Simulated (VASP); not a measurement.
# Te2Mo in VASP: a series of runs

The runs below take Te2Mo through relaxation of the atoms, single point, with LDA.

All numbers are computed with VASP 6.6.1; they aren't measurements. Logs are shortened: lines on timing, memory, paths and dates and some standing lists are left out, and cuts for length are marked.

## (1) The cell of the first run

The cell holds a slab with vacuum, 3 atoms: a = 3.467 Å, b = 3.467 Å, c = 16.994 Å, α = 90.00°, β = 90.00°, γ = 120.00°.

## (2) Relaxation of the atoms, LDA (strain along c alone, the other axes held: -3.0 %)

INCAR reads:

```
PREC = Accurate ; ENCUT = 450
EDIFF = 1E-7 ; ISMEAR = 0
SIGMA = 0.02 ; LREAL = F
LASPH = T ; NELM = 120
ALGO = Normal ; ISIF = 2
LWAVE = F ; LCHARG = F
GGA = CA ; IBRION = 2
NSW = 60 ; EDIFFG = -0.008
GGA_COMPAT = F ; NELMIN = 4
```

KPOINTS reads:

```
Automatic mesh
0
Gamma
  12 12 2
```

POSCAR reads:

```
Te2Mo
1.0
    3.4665480208      0.0000000000      0.0000000000
   -1.7332740104      3.0021186495      0.0000000000
    0.0000000000      0.0000000000     16.9942169875
Te Mo
2 1
Direct
    0.3333333333      0.6666666667      0.8960015717
    0.3333333333      0.6666666667      0.1039984283
    0.0000000000      0.0000000000      0.0000000000
```

Potentials or basis: VASP PAW LDA potentials, release 64 (Te, Mo_sv).

Started as:

```
cat potpaw_LDA.64/Te/POTCAR potpaw_LDA.64/Mo_sv/POTCAR > POTCAR
mpirun -np 1 vasp_std > vasp.out
```

OUTCAR:

```text
PREC = Accurate
   ENCUT = 450
   EDIFF = 1E-7
   ISMEAR = 0
   LREAL = F
   LASPH = T
   NELM = 120
   ISIF = 2
   GGA = CA
   IBRION = 2
   NSW = 60
   EDIFFG = -0.008
   NELMIN = 4

 ion  position               nearest neighbor table
   1  0.333  0.667  0.896-   3 2.67   3 2.67   3 2.67   2 3.53
   2  0.333  0.667  0.104-   3 2.67   3 2.67   3 2.67   1 3.53
   3  0.000  0.000  0.000-   1 2.67   2 2.67   1 2.67   2 2.67   1 2.67   2 2.67

  LATTYP: Found a hexagonal cell.
 ALAT       =     3.4665480208
 C/A-ratio  =     4.9023457588

  Lattice vectors:

 A1 = (   3.4665480208,   0.0000000000,   0.0000000000)
 A2 = (  -1.7332740104,   3.0021186495,   0.0000000000)
 A3 = (   0.0000000000,   0.0000000000,  16.9942169875)

Analysis of symmetry for initial positions (statically):
=====================================================================
 Subroutine PRICEL returns:
 Original cell was already a primitive cell.

 Routine SETGRP: Setting up the symmetry group for a
 hexagonal supercell.

 Subroutine GETGRP returns: Found 12 space group operations
 (whereof 12 operations were pure point group operations)
 out of a pool of 24 trial point group operations.

The static configuration has the point symmetry D_3h.

Analysis of symmetry for dynamics (positions and initial velocities):
=====================================================================
 Subroutine PRICEL returns:
 Original cell was already a primitive cell.

 Routine SETGRP: Setting up the symmetry group for a
 hexagonal supercell.

 Subroutine GETGRP returns: Found 12 space group operations
 (whereof 12 operations were pure point group operations)
 out of a pool of 24 trial point group operations.

The dynamic configuration has the point symmetry D_3h.

 Subroutine INISYM returns: Found 12 space group operations
 (whereof 12 operations are pure point group operations),
 and found     1 'primitive' translations

----------------------------------------------------------------------------------------

                                     Primitive cell

  volume of cell :     176.8586

  direct lattice vectors                    reciprocal lattice vectors
     3.466548021  0.000000000  0.000000000     0.288471411  0.166549047  0.000000000
    -1.733274010  3.002118649  0.000000000     0.000000000  0.333098094  0.000000000
     0.000000000  0.000000000 16.994216987     0.000000000  0.000000000  0.058843547

  length of vectors
     3.466548021  3.466548021 16.994216987     0.333098094  0.333098094  0.058843547

  position of ions in fractional coordinates (direct lattice)
     0.333333333  0.666666667  0.896001572
     0.333333333  0.666666667  0.103998428
     0.000000000  0.000000000  0.000000000

  ion indices of the primitive-cell ions
   primitive index   ion index
                 1           1
                 2           2
                 3           3

----------------------------------------------------------------------------------------

 KPOINTS: Automatic mesh

Automatic generation of k-mesh.
 Grid dimensions read from file:
 generate k-points for:   12   12    2

 Generating k-lattice:

  Cartesian coordinates                     Fractional coordinates (reciprocal lattice)
     0.024039284  0.013879087  0.000000000     0.083333333  0.000000000  0.000000000
     0.000000000  0.027758174  0.000000000     0.000000000  0.083333333  0.000000000
     0.000000000  0.000000000  0.029421773     0.000000000  0.000000000  0.500000000

  Length of vectors
     0.027758174  0.027758174  0.029421773

  Shift w.r.t. Gamma in fractional coordinates (k-lattice)
     0.000000000  0.000000000  0.000000000

 Subroutine IBZKPT returns following result:
 ===========================================

 Found     38 irreducible k-points:

 Following reciprocal coordinates:
            Coordinates               Weight
  0.000000  0.000000  0.000000      1.000000
  0.083333 -0.000000  0.000000      6.000000
  0.166667 -0.000000  0.000000      6.000000
  0.250000 -0.000000  0.000000      6.000000
  0.333333 -0.000000  0.000000      6.000000
  0.416667 -0.000000  0.000000      6.000000
[... 16 lines left out ...]
  0.250000 -0.000000  0.500000      6.000000
  0.333333 -0.000000  0.500000      6.000000
 [... further k-points ...]
   k-points           NKPTS =     38   k-points in BZ     NKDIM =     38   number of bands    NBANDS=     17
   number of dos      NEDOS =    301   number of ions     NIONS =      3
   total plane-waves  NPLWV =  69120
   dimension x,y,z NGX =    24 NGY =   24 NGZ =  120
   dimension x,y,z NGXF=    48 NGYF=   48 NGZF=  240
   ions per type =               2   1
   NGX,Y,Z   is equivalent  to a cutoff of  11.51, 11.51, 11.74 a.u.
   NGXF,Y,Z  is equivalent  to a cutoff of  23.02, 23.02, 23.48 a.u.
 SYSTEM =  unknown system
   PREC   = accura    normal or accurate (medium, high low for compatibility)
   ISTART =      0    job   : 0-new  1-cont  2-samecut
   ICHARG =      2    charge: 1-file 2-atom 10-const
   ISPIN  =      1    spin polarized calculation?
   LNONCOLLINEAR =      F non collinear calculations
   LSORBIT =      F    spin-orbit coupling
   LASPH  =      T    aspherical Exc in radial PAW
   ENCUT  =  450.0 eV  33.07 Ry    5.75 a.u.   6.00  6.00 29.39*2*pi/ulx,y,z
   NELM   =    120;   NELMIN=  4; NELMDL= -5     # of ELM steps
   EDIFF  = 0.1E-06   stopping-criterion for ELM
   LREAL  =      F    real-space projection
   EDIFFG = -.8E-02   stopping-criterion for IOM
   NSW    =     60    number of steps for IOM
   IBRION =      2    ionic relax: 0-MD 1-quasi-New 2-CG
   NFREE  =      1    steps in history (QN), initial steepest desc. (CG)
   ISIF   =      2    stress and relaxation
   ISYM   =      2    0-nonsym 1-usesym 2-fastsym
   POTIM  = 0.5000    time-step for ionic-motion
   TEBEG  =    0.0;   TEEND  =   0.0 temperature during run
   PSTRESS=    0.0 pullay stress
   NELECT =      26.0000    total number of electrons
   NUPDOWN=      -1.0000    fix difference up-down
   EMIN   =  10.00;   EMAX   =-10.00  energy-range for DOS
   EFERMI =   0.00;   METHOD = LEGACY
   ISMEAR =     0;   SIGMA  =   0.02  broadening in eV -4-tet -1-fermi 0-gaus
   EFERMI_NEDOS =   21; number of points for ismear=-14 and -15
   IALGO  =     38    algorithm
   IMIX   =      4    mixing-type and parameters
     AMIX     =   0.40;   BMIX     =  1.00
     AMIX_MAG =   1.60;   BMIX_MAG =  1.00
  volume/ion in A,a.u.               =      58.95       397.83
  Fermi-wavevector in a.u.,A,eV,Ry     =   0.864020  1.632761 10.157168  0.746531
  Thomas-Fermi vector in A             =   1.982056
   LORBIT       =      0    0 simple, 1 ext, 2 COOP (PROOUT), +10 PAW based schemes
   GGA     = CA    functional components
   LHFCALC =     F    Hartree Fock is set to
   AEXX    =    0.0000 exact exchange contribution
   IVDW    =     0    specifies the selected vdW correction
   LEPSILON=     F    determine dielectric tensor
   LRPA    =     F    only Hartree local field effects (RPA)
 conjugate gradient relaxation of ions
 non-spin polarized calculation
 Gauss-broadening in eV      SIGMA  =   0.02
  energy-cutoff  :      450.00
  volume of cell :      176.86
 maximum number of plane-waves:      3894
 NGX is ok and might be reduce to    24
   NGX = 11   NGY = 11   NGZ = 59

--------------------------------------- Ionic step        1  -------------------------------------------

 number of electron      26.0000008 magnetization

 Free energy of the ion-electron system (eV)
  ---------------------------------------------------
  ext. energy  EPLUGINS =         0.00000000
  ---------------------------------------------------
  free energy    TOTEN  =       -20.45674648 eV

  energy without entropy =      -20.45674648  energy(sigma->0) =      -20.45674648

------------------------ aborting loop because EDIFF is reached ----------------------------------------

  FORCE on cell =-STRESS in cart. coord.  units (eV):
  Direction    XX          YY          ZZ          XY          YZ          ZX
  --------------------------------------------------------------------------------------
  -------------------------------------------------------------------------------------
  Total        0.6734936      0.6734936      1.6645977      0.0000000      0.0000000      0.0000000
  in kB        6.1012356      6.1012356     15.0797323      0.0000000      0.0000000      0.0000000
  external PRESSURE =       9.0940679 kB  Pullay stress =       0.0000000 kB
[... 59 lines left out ...]
  energy  without entropy=      -20.4705526304  energy(sigma->0) =      -20.47055263

--------------------------------------- Ionic step        3  -------------------------------------------

 number of electron      26.0000006 magnetization

 Free energy of the ion-electron system (eV)
  ---------------------------------------------------
  ext. energy  EPLUGINS =         0.00000000
  ---------------------------------------------------
  free energy    TOTEN  =       -20.47158849 eV

  energy without entropy =      -20.47158849  energy(sigma->0) =      -20.47158849

 E-fermi :   0.4385     XC(G=0):  -5.1179

 val. band max:        0.3474002609   @ k =   0.3333   0.3333   0.0000
 cond. band min:       1.5926834717   @ k =   0.3333   0.3333   0.0000
 fundamental gap:      1.2452832108
 Fermi energy:         0.4384926966

 k-point     1 :       0.0000    0.0000    0.0000
  band No.  band energies     occupation
      1     -59.8803      2.00000
      2     -34.2775      2.00000
      3     -34.0957      2.00000
      4     -34.0957      2.00000
      5     -12.5189      2.00000
      6     -11.5321      2.00000
[... 9 lines left out ...]
     16       4.0272      0.00000
     17       4.0272      0.00000
[... 443 lines left out ...]
      1     -59.8709      2.00000
      2     -34.2505      2.00000
      3     -34.2145      2.00000
      4     -34.1233      2.00000
      5     -11.0763      2.00000
      6     -10.5502      2.00000
[... 9 lines left out ...]
     16       3.1336      0.00000
     17       4.2200      0.00000

 [... further k-points ...]
[... 5 lines left out ...]
  --------------------------------------------------------------------------------------
  -------------------------------------------------------------------------------------
  Total        0.0223036      0.0223036     -0.0247258      0.0000000      0.0000000     -0.0000000
  in kB        0.2020499      0.2020499     -0.2239928      0.0000000      0.0000000     -0.0000000
  external PRESSURE =       0.0600357 kB  Pullay stress =       0.0000000 kB
[... 18 lines left out ...]
  FREE ENERGIE OF THE ION-ELECTRON SYSTEM (eV)
  ---------------------------------------------------
  free  energy   TOTEN  =       -20.4715884861 eV

  energy  without entropy=      -20.4715884861  energy(sigma->0) =      -20.47158849

 reached required accuracy - stopping structural energy minimisation
```

Wall time 2.7 min (1 thread of Intel Xeon Platinum 8259CL at 2.50GHz (Skylake/Cascade Lake), shared host); peak memory 0.26 GiB.

What came out:

```yaml
Free_energy: -20.4716 eV
Energy_gained_by_relaxing: 4.9 meV/atom
Ionic_steps: 3
Band_gap_on_the_k_mesh: 1.25 eV
```

The path:
| step | energy change (eV) | largest force (eV/Å) | pressure (GPa) |
| --- | --- | --- | --- |
| 1 | 0.0000 | 0.4784 | 0.91 |
| 2 | -0.0138 | 0.1236 | 0.24 |
| 3 | -0.0148 | 0.0000 | 0.01 |

Final structure:
```
CELL_PARAMETERS angstrom
3.46655 0.00000 0.00000
-1.73327 3.00212 0.00000
0.00000 0.00000 16.99422
ATOMIC_POSITIONS crystal
Te 0.33333 0.66667 0.89415
Te 0.33333 0.66667 0.10585
Mo 0.00000 0.00000 0.00000
```

Levels at points of the mesh, in eV from the valence-band top:
```csv
k point,band 10,band 11,band 12,band 13,band 14,band 15,band 16,band 17
"(0.00, 0.00, 0.00)",-1.64,-0.81,-0.81,-0.60,3.37,3.37,3.68,3.68
"(0.50, 0.00, 0.00)",-2.31,-1.69,-0.76,-0.14,1.59,1.88,3.42,3.92
"(0.00, 0.00, 0.50)",-1.64,-0.81,-0.81,-0.60,3.37,3.37,3.68,3.68
"(0.50, 0.00, 0.50)",-2.31,-1.69,-0.76,-0.14,1.59,1.88,3.42,3.92
```

Caveat: the cell differs from its parent crystal (strain along c alone, the other axes held: -3.0 %); spin-orbit coupling is left out, which moves the levels of the heavy elements.

## (3) Single point, LDA

This run uses another cell than the first one.

INCAR reads:

```
SYSTEM = Te2Mo
  ALGO = Normal
  EDIFF = 1E-6
  ENCUT = 520
  ISIF = 2
  ISMEAR = 0
  LASPH = .True.
  LCHARG = .True.
  LELF = .True.
  LREAL = .False.
  LVHAR = .True.
  LWAVE = .False.
  NBANDS = 20
  NELM = 100
  PREC = Accurate
  SIGMA = 0.05
```

KPOINTS reads:

```
k-points
0
Gamma
  12 12 2
  0 0 0
```

POSCAR reads:

```
Te2Mo
1.0
    3.4665480215      0.0000000000      0.0000000000
   -1.7332740108      3.0021186501      0.0000000000
    0.0000000000      0.0000000000     17.5198113284
Te Mo
2 1
Direct
    0.3333333333      0.6666666667      0.8975342416
    0.3333333333      0.6666666667      0.1024657584
    0.0000000000      0.0000000000      0.0000000000
```

Potentials or basis: VASP PAW LDA potentials, release 64 (Te, Mo_sv).

Started as:

```
cat potpaw_LDA.64/Te/POTCAR potpaw_LDA.64/Mo_sv/POTCAR > POTCAR
mpirun -np 1 vasp_std > vasp.out
```

Wall time 2.1 min (1 thread of Intel Xeon 6975P-C (Granite Rapids), shared host); peak memory 0.33 GiB.

The run converged. Its results:

```
Free energy            : -20.4719 eV
Largest force          : 0.053 eV/Å
Band gap on the k mesh : 1.24 eV
```

Forces on the atoms (eV/Å):
```
Te   0.000  0.000 -0.053
Te   0.000  0.000  0.053
Mo   0.000  0.000  0.000
```

Levels at points of the mesh, in eV from the valence-band top:
```tsv
k point	band 11	band 12	band 13	band 14	band 15	band 16
(0.00, 0.00, 0.00)	-0.82	-0.82	-0.59	3.37	3.37	3.69
(0.50, 0.00, 0.00)	-1.68	-0.76	-0.14	1.58	1.88	3.44
(0.00, 0.00, 0.50)	-0.82	-0.82	-0.59	3.37	3.37	3.69
(0.50, 0.00, 0.50)	-1.68	-0.76	-0.14	1.58	1.88	3.44
```

Caveat: spin-orbit coupling is left out, which moves the levels of the heavy elements.

## (4) Single point, LDA

This run uses another cell than the first one.

INCAR reads:

```
SYSTEM = Te2Mo
PREC = Accurate ; ENCUT = 520
EDIFF = 1E-6 ; ISMEAR = 0
SIGMA = 0.05 ; LREAL = .FALSE.
LASPH = .TRUE. ; NELM = 60
ALGO = Normal ; ISIF = 2
LWAVE = .FALSE. ; LCHARG = .FALSE.
GGA = CA ; NBANDS = 20
```

KPOINTS reads:

```
regular mesh
0
G
  12 12 2
  0 0 0
```

POSCAR is that of step 3.

Potentials or basis: VASP PAW LDA potentials, release 64 (Te, Mo_sv).

Started as:

```
cat potpaw_LDA.64/Te/POTCAR potpaw_LDA.64/Mo_sv/POTCAR > POTCAR
mpirun -np 1 vasp_std > vasp.out
```

OUTCAR:

```text
SYSTEM = Te2Mo
   PREC = Accurate
   ENCUT = 520
   EDIFF = 1E-6
   ISMEAR = 0
   LREAL = .FALSE.
   LASPH = .TRUE.
   NELM = 60
   ISIF = 2
   GGA = CA

 ion  position               nearest neighbor table
   1  0.333  0.667  0.898-   3 2.69   3 2.69   3 2.69   2 3.59
   2  0.333  0.667  0.102-   3 2.69   3 2.69   3 2.69   1 3.59
   3  0.000  0.000  0.000-   1 2.69   2 2.69   1 2.69   2 2.69   1 2.69   2 2.69

  LATTYP: Found a hexagonal cell.
 ALAT       =     3.4665480215
 C/A-ratio  =     5.0539646991

  Lattice vectors:

 A1 = (   3.4665480215,   0.0000000000,   0.0000000000)
[... 194 lines left out ...]
      6     -11.6960      2.00000
[... 541 lines left out ...]
     19       6.2084      0.00000
     20       6.3041      0.00000

 [... further k-points ...]
[... 5 lines left out ...]
  --------------------------------------------------------------------------------------
  -------------------------------------------------------------------------------------
  Total        0.1068394      0.1068394      0.1791188     -0.0000000      0.0000000      0.0000000
  in kB        0.9388310      0.9388310      1.5739732     -0.0000000      0.0000000      0.0000000
  external PRESSURE =       1.1505451 kB  Pullay stress =       0.0000000 kB

 VOLUME and BASIS-vectors are now :
 -----------------------------------------------------------------------------
  energy-cutoff  :      520.00
  volume of cell :      182.33
      direct lattice vectors                 reciprocal lattice vectors
     3.466548021  0.000000000  0.000000000     0.288471411  0.166549047  0.000000000
    -1.733274011  3.002118650  0.000000000     0.000000000  0.333098094  0.000000000
     0.000000000  0.000000000 17.519811328     0.000000000  0.000000000  0.057078240

 POSITION                                       TOTAL-FORCE (eV/Angst)
 -----------------------------------------------------------------------------------
     -0.00000      2.00141     15.72463         0.000000     -0.000000     -0.053425
     -0.00000      2.00141      1.79518         0.000000     -0.000000      0.053425
      0.00000      0.00000      0.00000        -0.000000      0.000000     -0.000000
 -----------------------------------------------------------------------------------
    total drift:                                0.000000     -0.000000     -0.000000

  FREE ENERGIE OF THE ION-ELECTRON SYSTEM (eV)
  ---------------------------------------------------
  free  energy   TOTEN  =       -20.4718867633 eV

  energy  without entropy=      -20.4718867633  energy(sigma->0) =      -20.47188676
```

OSZICAR:

```text
N       E                     dE             d eps       ncg     rms          rms(c)
DAV:   1     0.136327080477E+03    0.13633E+03   -0.11607E+04  2000   0.105E+03
DAV:   2    -0.129082676336E+02   -0.14924E+03   -0.14540E+03  2056   0.230E+02
DAV:   3    -0.209778680708E+02   -0.80696E+01   -0.79906E+01  1920   0.453E+01
[... 13 lines left out ...]
DAV:  17    -0.204718261993E+02   -0.65147E-04   -0.33226E-06  1524   0.521E-03    0.568E-03
DAV:  18    -0.204718695562E+02   -0.43357E-04   -0.16894E-06  1464   0.452E-03    0.529E-03
DAV:  19    -0.204718799120E+02   -0.10356E-04   -0.35763E-07  1296   0.285E-03    0.140E-03
DAV:  20    -0.204718860646E+02   -0.61525E-05   -0.29524E-07  1288   0.199E-03    0.129E-03
DAV:  21    -0.204718867633E+02   -0.69877E-06   -0.19549E-08  1132   0.539E-04
   1 F= -.20471887E+02 E0= -.20471887E+02  d E =-.529750E-23
```

stdout:

```text
POSCAR found type information on POSCAR TeMo
 POSCAR found :  2 types and       3 ions
 scaLAPACK will be used
 LDA part: xc-table for (Slater(with rela. corr.)+CA(PZ))
 , standard interpolation
 POSCAR, INCAR and KPOINTS ok, starting setup
 FFT: planning ... GRIDC
 FFT: planning ... GRID_SOFT
 FFT: planning ... GRID
 WAVECAR not read
 entering main loop
```

Run time: 2 min. Hardware: 1 thread of Intel Xeon 6975P-C (Granite Rapids), shared host; peak memory 0.33 GiB.

What came out:

```yaml
Free_energy: -20.4719 eV
Largest_force: 0.053 eV/Å
Band_gap_on_the_k_mesh: 1.24 eV
```

Forces on the atoms (eV/Å):
```
Te   0.000  0.000 -0.053
Te   0.000  0.000  0.053
Mo   0.000  0.000  0.000
```

Levels at points of the mesh, in eV from the valence-band top:
| k point | band 9 | band 10 | band 11 | band 12 | band 13 | band 14 | band 15 | band 16 | band 17 | band 18 |
| --- | --- | --- | --- | --- | --- | --- | --- | --- | --- | --- |
| (0.00, 0.00, 0.00) | -1.65 | -1.65 | -0.82 | -0.82 | -0.59 | 3.37 | 3.37 | 3.69 | 3.69 | 4.34 |
| (0.50, 0.00, 0.00) | -3.39 | -2.32 | -1.68 | -0.76 | -0.14 | 1.58 | 1.88 | 3.44 | 3.93 | 4.07 |
| (0.00, 0.00, 0.50) | -1.65 | -1.65 | -0.82 | -0.82 | -0.59 | 3.37 | 3.37 | 3.69 | 3.69 | 4.44 |
| (0.50, 0.00, 0.50) | -3.39 | -2.32 | -1.68 | -0.76 | -0.14 | 1.58 | 1.88 | 3.44 | 3.93 | 4.07 |

Caveat: spin-orbit coupling is left out, which moves the levels of the heavy elements.

(Part 1 of 2 ends here.)
